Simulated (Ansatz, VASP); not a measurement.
## Two plane-wave programs on Fe

```
Fe
1.0
    -1.43900    1.41022    1.43900
     1.43900   -1.41022    1.43900
     1.43900    1.41022   -1.43900
Fe
1
Direct
  0.00000 0.00000 0.00000
```

Change from the starting cell: strain -0.0200 x Voigt [0, 1, 0, 0, 0, 0], atoms carried along.

Alike in both runs: task single point; functional PBEsol; k mesh 24 × 24 × 24; occupations gaussian, width 0.15 eV; collinear spin.

|  | VASP | Ansatz |
| --- | --- | --- |
| version | VASP 6.6.1 | Ansatz 0.2.0 |
| potentials or method | VASP PAW PBE potentials, release 64 (Fe), cutoff 520 eV | scalar-relativistic, plane waves, PAW |
| valence electrons in the cell | 8 | 16 |

VASP gave:

| Property | Result |
| --- | --- |
| gap on the k mesh at the Fermi level (eV) | none |
| pressure (GPa) | -13.8 |
| traceless stress, the component that is largest in VASP (GPa) | 1.60 |
| net moment per atom (μB) | 2.24 |
| size of the moment on the site where the two differ most (μB) | 2.23 |

Problem. What did Ansatz give for the same quantities?

Solution. gap on the k mesh at the Fermi level (eV): none; pressure (GPa): -14.0; traceless stress, the component that is largest in VASP (GPa): 1.62; net moment per atom (μB): 2.22; size of the moment on the site where the two differ most (μB): 2.26.

VASP's potentials were made for PBE, not for PBEsol. Site moments also hang on the region over which each program counts them. A gap of «none» marks a metal or a gap that the smearing closes. VASP's potentials hold 8 valence electrons a cell and Ansatz's 16, so a difference there can come from the potentials and not from the codes.
